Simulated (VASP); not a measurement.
InAs: relaxation of volume and atoms at fixed shape with r2SCAN

Crystal: InAs.

```
In As
1.0
     0.00000    3.01800    3.01800
     3.01800    0.00000    3.01800
     3.01800    3.01800    0.00000
In As
1 1
Direct
  0.00000 0.00000 0.00000
  0.25000 0.25000 0.25000
```

| Quantity | Value |
| --- | --- |
| Program | VASP 6.6.1 |
| Task | relaxation of volume and atoms at fixed shape |
| Functional | r2SCAN |
| Potentials or basis | VASP PAW PBE potentials, release 64 (In_d, As) |
| Cutoff | 600 eV |
| k mesh | 5 × 5 × 5 |
| Occupations | gaussian, width 0.01 eV |
| Spin | no spin polarisation |
| Dipole correction | no |
| Further INCAR settings | ALGO = Normal; EDIFF = 1e-06; IBRION = 2; EDIFFG = -0.01; NSW = 80; ISIF = 8 |

| Quantity | Value |
| --- | --- |
| Relaxed volume | 28.51 Å³/atom |
| Relaxed cell | a = 4.320 Å, b = 4.320 Å, c = 4.320 Å, α = 60.00°, β = 60.00°, γ = 60.00° |
| Space group after relaxing (to 0.05 Å) | F-43m (No. 216) |
| Energy gained by relaxing | 6.9 meV/atom |
| Ionic steps | 3 |
| Pressure after relaxing | 0.0 GPa |
| Band gap on the k mesh | 0.07 eV, direct |

The path:
```
step  energy change (eV)  largest force (eV/Å)  pressure (GPa)  volume (Å³)
   1              0.0000                0.0000            2.29        54.98
   2             -0.0103                0.0000           -0.89        58.16
   3             -0.0138                0.0000           -0.04        57.02
```

Final structure:
```
CELL_PARAMETERS angstrom
0.00000 3.05498 3.05498
3.05498 0.00000 3.05498
3.05498 3.05498 0.00000
ATOMIC_POSITIONS crystal
In 0.00000 0.00000 0.00000
As 0.25000 0.25000 0.25000
```

Levels at points of the mesh, in eV from the valence-band top:
| k point | band 5 | band 6 | band 7 | band 8 | band 9 | band 10 | band 11 | band 12 | band 13 |
| --- | --- | --- | --- | --- | --- | --- | --- | --- | --- |
| (0.00, 0.00, 0.00) | -14.68 | -12.10 | 0.00 | 0.00 | 0.00 | 0.07 | 4.25 | 4.25 | 4.25 |

It took 6.2 min on 1 thread of Intel Xeon 8259CL, with other jobs on the host, peak memory 0.23 GiB.

Caveat: the PAW data sets were made with another functional, which shifts forces and pressure a little; spin-orbit coupling is left out, which moves the levels of the heavy elements. Zero-point motion and thermal expansion aren't in these numbers.
